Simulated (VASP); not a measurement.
# TiC (Fm-3m) in VASP: further runs

Aim: see how the results for TiC move with the level of theory and the settings. Levels: revPBE+D4, BLYP+D3(BJ), BLYP+D4, PBE. Tasks: single point.

All numbers are computed with VASP 6.6.1; they aren't measurements. Logs are shortened: lines on timing, memory, paths and dates and some standing lists are left out, and cuts for length are marked.

### 1 The cell of the first run

The structure is cubic, space group Fm-3m (No. 225). Conventional cell: a = 4.296 Å, b = 4.296 Å, c = 4.296 Å, α = 90.00°, β = 90.00°, γ = 90.00°. Ti (site symmetry m-3m) has 6 C at 2.15 Å within 2.8 Å. Within 2.8 Å of C (site symmetry m-3m) lie 6 Ti at 2.15 Å.

### 2 Single point, revPBE+D4

File INCAR:

```
PREC = Accurate
ENCUT = 520
EDIFF = 1E-7
ISMEAR = -1
SIGMA = 0.05
LREAL = F
LASPH = T
NELM = 60
ALGO = Normal
ISIF = 2
LWAVE = F
LCHARG = F
GGA = RE
IVDW = 13
NBANDS = 15
```

File KPOINTS:

```
Automatic mesh
0
Gamma
  11 11 11
```

File POSCAR:

```
TiC
1.0
    0.0000000000      2.1479301616      2.1479301616
    2.1479301616      0.0000000000      2.1479301616
    2.1479301616      2.1479301616      0.0000000000
Ti C
1 1
Direct
    0.0000000000      0.0000000000      0.0000000000
    0.5000000000      0.5000000000      0.5000000000
```

Potentials or basis: VASP PAW PBE potentials, release 64 (Ti_sv, C).

Started as:

```
> cat potpaw_PBE.64/Ti_sv/POTCAR potpaw_PBE.64/C/POTCAR > POTCAR
> mpirun -np 1 vasp_std > vasp.out
```

OUTCAR:

```text
PREC = Accurate
   ENCUT = 520
   EDIFF = 1E-7
   ISMEAR = -1
   LREAL = F
   LASPH = T
   NELM = 60
   ISIF = 2
   GGA = RE
   IVDW = 13

 ion  position               nearest neighbor table
   1  0.000  0.000  0.000-   2 2.15   2 2.15   2 2.15   2 2.15   2 2.15   2 2.15
   2  0.500  0.500  0.500-   1 2.15   1 2.15   1 2.15   1 2.15   1 2.15   1 2.15

  LATTYP: Found a face centered cubic cell.
 ALAT       =     4.2958603232

  Lattice vectors:

 A1 = (   0.0000000000,   2.1479301616,   2.1479301616)
 A2 = (   2.1479301616,   0.0000000000,   2.1479301616)
 A3 = (   2.1479301616,   2.1479301616,   0.0000000000)

Analysis of symmetry for initial positions (statically):
=====================================================================
 Subroutine PRICEL returns:
 Original cell was already a primitive cell.

 Routine SETGRP: Setting up the symmetry group for a
 face centered cubic supercell.

 Subroutine GETGRP returns: Found 48 space group operations
[... 9 lines left out ...]

 Routine SETGRP: Setting up the symmetry group for a
 face centered cubic supercell.

 Subroutine GETGRP returns: Found 48 space group operations
[... 11 lines left out ...]
                                     Primitive cell

  volume of cell :      19.8194

  direct lattice vectors                    reciprocal lattice vectors
     0.000000000  2.147930162  2.147930162    -0.232782243  0.232782243  0.232782243
     2.147930162  0.000000000  2.147930162     0.232782243 -0.232782243  0.232782243
     2.147930162  2.147930162  0.000000000     0.232782243  0.232782243 -0.232782243

  length of vectors
     3.037631966  3.037631966  3.037631966     0.403190671  0.403190671  0.403190671

  position of ions in fractional coordinates (direct lattice)
[... 8 lines left out ...]
----------------------------------------------------------------------------------------

 KPOINTS: Automatic mesh

Automatic generation of k-mesh.
 Grid dimensions read from file:
 generate k-points for:   11   11   11

 Generating k-lattice:

  Cartesian coordinates                     Fractional coordinates (reciprocal lattice)
    -0.021162022  0.021162022  0.021162022     0.090909091  0.000000000  0.000000000
     0.021162022 -0.021162022  0.021162022     0.000000000  0.090909091  0.000000000
     0.021162022  0.021162022 -0.021162022     0.000000000  0.000000000  0.090909091

  Length of vectors
     0.036653697  0.036653697  0.036653697

  Shift w.r.t. Gamma in fractional coordinates (k-lattice)
     0.000000000  0.000000000  0.000000000

 Subroutine IBZKPT returns following result:
[... 58 lines left out ...]
   TEBEG  =    0.0;   TEEND  =   0.0 temperature during run
   PSTRESS=    0.0 pullay stress
   NELECT =      16.0000    total number of electrons
   NUPDOWN=      -1.0000    fix difference up-down
   EMIN   =  10.00;   EMAX   =-10.00  energy-range for DOS
   EFERMI =   0.00;   METHOD = LEGACY
   ISMEAR =    -1;   SIGMA  =   0.05  broadening in eV -4-tet -1-fermi 0-gaus
   EFERMI_NEDOS =   21; number of points for ismear=-14 and -15
   IALGO  =     38    algorithm
   IMIX   =      4    mixing-type and parameters
     AMIX     =   0.40;   BMIX     =  1.00
     AMIX_MAG =   1.60;   BMIX_MAG =  1.00
  volume/ion in A,a.u.               =       9.91        66.87
  Fermi-wavevector in a.u.,A,eV,Ry     =   1.524350  2.880604 31.615078  2.323643
  Thomas-Fermi vector in A             =   2.632669
   LORBIT       =      0    0 simple, 1 ext, 2 COOP (PROOUT), +10 PAW based schemes
   GGA     = RE    functional components
   LHFCALC =     F    Hartree Fock is set to
   AEXX    =    0.0000 exact exchange contribution
   IVDW    =    13    specifies the selected vdW correction
   LEPSILON=     F    determine dielectric tensor
   LRPA    =     F    only Hartree local field effects (RPA)
 non-spin polarized calculation
  energy-cutoff  :      520.00
  volume of cell :       19.82
 maximum number of plane-waves:       542
   NGX = 11   NGY = 11   NGZ = 11

 number of electron      16.0000003 magnetization

 Free energy of the ion-electron system (eV)
  ---------------------------------------------------
  ext. energy  EPLUGINS =         0.00000000
  ---------------------------------------------------
  free energy    TOTEN  =       -17.94346152 eV

  energy without entropy =      -17.94111289  energy(sigma->0) =      -17.94228721

 E-fermi :   9.8601     XC(G=0): -12.7587

 val. band max:        9.7334532894   @ k =   0.4545   0.4545   0.0000
 cond. band min:       9.9460621658   @ k =   0.0909   0.0000   0.0000
 fundamental gap:      0.2126088764
 Fermi energy:         9.8601464490

 k-point     1 :       0.0000    0.0000    0.0000
  band No.  band energies     occupation
      1     -46.8299      2.00000
      2     -22.7903      2.00000
      3     -22.7903      2.00000
      4     -22.7903      2.00000
      5      -2.7726      2.00000
      6      10.5060      0.00000
      7      10.5060      0.00000
      8      10.5060      0.00000
      9      11.5029      0.00000
     10      11.5029      0.00000
     11      11.5029      0.00000
     12      11.5520      0.00000
     13      11.5520      0.00000
     14      20.6260      0.00000
[... 401 lines left out ...]
      2     -23.0867      2.00000
      3     -22.9065      2.00000
      4     -22.8112      2.00000
      5      -1.0041      2.00000
      6       6.4749      2.00000
      7       7.5618      2.00000
      8       7.8115      2.00000
      9      11.3902      0.00000
     10      12.5350      0.00000
     11      13.4662      0.00000
     12      14.3005      0.00000
     13      17.2537      0.00000
     14      21.8511      0.00000
     15      23.4730      0.00000

 [... further k-points ...]

------------------------ aborting loop because EDIFF is reached ----------------------------------------

  DFT-D4 for vdW energy calculation

  Edisp (eV):   -1.05589

  FORCE on cell =-STRESS in cart. coord.  units (eV):
  Direction    XX          YY          ZZ          XY          YZ          ZX
  --------------------------------------------------------------------------------------
  -------------------------------------------------------------------------------------
  Total       0.02121     0.02121     0.02121     0.00000    -0.00000     0.00000
  in kB       1.71461     1.71461     1.71461     0.00000    -0.00000     0.00000
  external pressure =        1.71 kB  Pullay stress =        0.00 kB

 VOLUME and BASIS-vectors are now :
 -----------------------------------------------------------------------------
  energy-cutoff  :      520.00
  volume of cell :       19.82
      direct lattice vectors                 reciprocal lattice vectors
     0.000000000  2.147930162  2.147930162    -0.232782243  0.232782243  0.232782243
     2.147930162  0.000000000  2.147930162     0.232782243 -0.232782243  0.232782243
     2.147930162  2.147930162  0.000000000     0.232782243  0.232782243 -0.232782243

 POSITION                                       TOTAL-FORCE (eV/Angst)
 -----------------------------------------------------------------------------------
      0.00000      0.00000      0.00000         0.000000      0.000000      0.000000
      2.14793      2.14793      2.14793        -0.000000     -0.000000     -0.000000
 -----------------------------------------------------------------------------------
    total drift:                                0.000000     -0.000000     -0.000000

  FREE ENERGIE OF THE ION-ELECTRON SYSTEM (eV)
  ---------------------------------------------------
  free  energy   TOTEN  =       -18.9993503884 eV

  energy  without entropy=      -18.9970017574  energy(sigma->0) =      -18.99817607
```

stdout:

```text
POSCAR found type information on POSCAR TiC
 POSCAR found :  2 types and       2 ions
 scaLAPACK will be used
 -----------------------------------------------------------------------------
|                                                                             |
|                                                                             |
|     You enforced a specific xc type in the INCAR file but a different       |
|     I HOPE YOU KNOW WHAT YOU ARE DOING!                                     |
|                                                                             |
 -----------------------------------------------------------------------------

 LDA part: xc-table for (Slater+PW92), standard interpolation
 POSCAR, INCAR and KPOINTS ok, starting setup
 FFT: planning ... GRIDC
 FFT: planning ... GRID_SOFT
 FFT: planning ... GRID
 WAVECAR not read
 entering main loop
```

It took 7.7 s on 1 thread of Intel Xeon 6975P-C (Granite Rapids), shared host; peak memory 0.14 GiB.

What came out:

```yaml
Free_energy: -18.9994 eV
Pressure: 0.2 GPa
Band_gap_on_the_k_mesh: zero (band 8 reaches 10.51 eV, above the bottom of band 9 at 9.38 eV)
Dispersion_energy_per_atom: -0.528 eV
```

Caveat: the PAW data sets were made with another functional, which shifts forces and pressure a little; pairwise dispersion overbinds metals, which lowers pressure and volume.

### 3 Single point, BLYP+D3(BJ)

This run uses another cell than the first one, of 9.82 Å³/atom, 0.991 times its volume.

File INCAR:

```
PREC = Accurate ; ENCUT = 520
EDIFF = 1E-6 ; ISMEAR = -1
SIGMA = 0.05 ; LREAL = F
LASPH = T ; NELM = 100
ALGO = Normal ; ISIF = 2
LWAVE = F ; LCHARG = F
GGA = B5 ; ALDAX = 1.0
AGGAX = 1.0 ; AGGAC = 1.0
ALDAC = 0.0 ; IVDW = 12
VDW_S6 = 1.0 ; VDW_S8 = 2.6996
VDW_A1 = 0.4298 ; VDW_A2 = 4.2359
NBANDS = 15
```

KPOINTS is that of step 2.

File POSCAR:

```
TiC
1.0
    0.0000000000      2.1416284788      2.1416284788
    2.1416284788      0.0000000000      2.1416284788
    2.1416284788      2.1416284788      0.0000000000
Ti C
1 1
Direct
    0.0000000000      0.0000000000      0.0000000000
    0.5000000000      0.5000000000      0.5000000000
```

Potentials or basis: VASP PAW PBE potentials, release 64 (Ti_sv, C).

Started as:

```
> cat potpaw_PBE.64/Ti_sv/POTCAR potpaw_PBE.64/C/POTCAR > POTCAR
> mpirun -np 1 vasp_std > vasp.out
```

OUTCAR:

```text
PREC = Accurate
   ENCUT = 520
   EDIFF = 1E-6
   ISMEAR = -1
   LREAL = F
   LASPH = T
   NELM = 100
   ISIF = 2
   GGA = B5
   IVDW = 12
 IVDW          = 12

 ion  position               nearest neighbor table
   1  0.000  0.000  0.000-   2 2.14   2 2.14   2 2.14   2 2.14   2 2.14   2 2.14
   2  0.500  0.500  0.500-   1 2.14   1 2.14   1 2.14   1 2.14   1 2.14   1 2.14

  LATTYP: Found a face centered cubic cell.
 ALAT       =     4.2832569576

  Lattice vectors:

 A1 = (   0.0000000000,   2.1416284788,   2.1416284788)
[... 618 lines left out ...]

 Edisp (eV)   -2.08583

 E8    (eV) :    -1.5216

  FORCE on cell =-STRESS in cart. coord.  units (eV):
  Direction    XX          YY          ZZ          XY          YZ          ZX
  --------------------------------------------------------------------------------------
  -------------------------------------------------------------------------------------
  Total       0.07182     0.07182     0.07182     0.00000     0.00000    -0.00000
  in kB       5.85755     5.85755     5.85755     0.00000     0.00000    -0.00000
  external pressure =        5.86 kB  Pullay stress =        0.00 kB

 VOLUME and BASIS-vectors are now :
 -----------------------------------------------------------------------------
  energy-cutoff  :      520.00
  volume of cell :       19.65
      direct lattice vectors                 reciprocal lattice vectors
     0.000000000  2.141628479  2.141628479    -0.233467198  0.233467198  0.233467198
     2.141628479  0.000000000  2.141628479     0.233467198 -0.233467198  0.233467198
     2.141628479  2.141628479  0.000000000     0.233467198  0.233467198 -0.233467198

 POSITION                                       TOTAL-FORCE (eV/Angst)
 -----------------------------------------------------------------------------------
      0.00000      0.00000      0.00000         0.000000      0.000000      0.000000
      2.14163      2.14163      2.14163         0.000000      0.000000      0.000000
 -----------------------------------------------------------------------------------
    total drift:                                0.000000     -0.000000     -0.000000

  FREE ENERGIE OF THE ION-ELECTRON SYSTEM (eV)
  ---------------------------------------------------
  free  energy   TOTEN  =       -19.0527468647 eV

  energy  without entropy=      -19.0503061300  energy(sigma->0) =      -19.05152650
```

OSZICAR:

```text
N       E                     dE             d eps       ncg     rms          rms(c)
DAV:   1     0.122121401619E+03    0.12212E+03   -0.80513E+03  1694   0.129E+03
DAV:   2    -0.152504670980E+02   -0.13737E+03   -0.12841E+03  1799   0.337E+02
DAV:   3    -0.227877437985E+02   -0.75373E+01   -0.74200E+01  2157   0.783E+01
DAV:   4    -0.230167701875E+02   -0.22903E+00   -0.22882E+00  2099   0.125E+01
DAV:   5    -0.230239459224E+02   -0.71757E-02   -0.71665E-02  2166   0.194E+00    0.192E+01
DAV:   6    -0.177189644217E+02    0.53050E+01   -0.13398E+01  2356   0.588E+01    0.756E+00
DAV:   7    -0.169929102087E+02    0.72605E+00   -0.26514E+00  1979   0.235E+01    0.528E+00
DAV:   8    -0.169718684533E+02    0.21042E-01   -0.13036E-01  1857   0.378E+00    0.361E+00
DAV:   9    -0.169694753055E+02    0.23931E-02   -0.82358E-02  2388   0.403E+00    0.679E-01
DAV:  10    -0.169681238722E+02    0.13514E-02   -0.11034E-02  2116   0.141E+00    0.525E-01
DAV:  11    -0.169670245699E+02    0.10993E-02   -0.16200E-03  1988   0.557E-01    0.145E-01
DAV:  12    -0.169669244878E+02    0.10008E-03   -0.18699E-04  2353   0.195E-01    0.274E-02
DAV:  13    -0.169669144402E+02    0.10048E-04   -0.28787E-05  1939   0.626E-02    0.437E-03
DAV:  14    -0.169669149783E+02   -0.53801E-06   -0.92682E-07  1468   0.956E-03
   1 F= -.19052747E+02 E0= -.19051526E+02  d E =-.244073E-02
```

stdout:

```text
POSCAR found type information on POSCAR TiC
 POSCAR found :  2 types and       2 ions
 scaLAPACK will be used
 -----------------------------------------------------------------------------
|                                                                             |
|                                                                             |
|     You enforced a specific xc type in the INCAR file but a different       |
|     I HOPE YOU KNOW WHAT YOU ARE DOING!                                     |
|                                                                             |
 -----------------------------------------------------------------------------

 LDA part: xc-table for (Slater(with rela. corr.)+VWN5), standard interpolation
 POSCAR, INCAR and KPOINTS ok, starting setup
 FFT: planning ... GRIDC
 FFT: planning ... GRID_SOFT
 FFT: planning ... GRID
 WAVECAR not read
 entering main loop
```

It took 10 s on 1 thread of Intel Xeon 6975P-C (Granite Rapids), shared host; peak memory 0.15 GiB.

What came out:

| Property | Result |
| --- | --- |
| Free energy | -19.0527 eV |
| Pressure | 0.6 GPa |
| Band gap on the k mesh | zero (band 8 reaches 10.95 eV, above the bottom of band 9 at 9.84 eV) |
| Dispersion energy per atom | -1.043 eV |

Levels at points of the mesh, in eV from the Fermi level:
| k point | band 4 | band 5 | band 6 | band 7 | band 8 | band 9 | band 10 | band 11 | band 12 | band 13 |
| --- | --- | --- | --- | --- | --- | --- | --- | --- | --- | --- |
| (0.00, 0.00, 0.00) | -32.60 | -12.45 | 0.63 | 0.63 | 0.63 | 1.59 | 1.59 | 1.59 | 1.64 | 1.64 |

Caveat: the PAW data sets were made with another functional, which shifts forces and pressure a little; pairwise dispersion overbinds metals, which lowers pressure and volume.

[end of part 1 of 2]
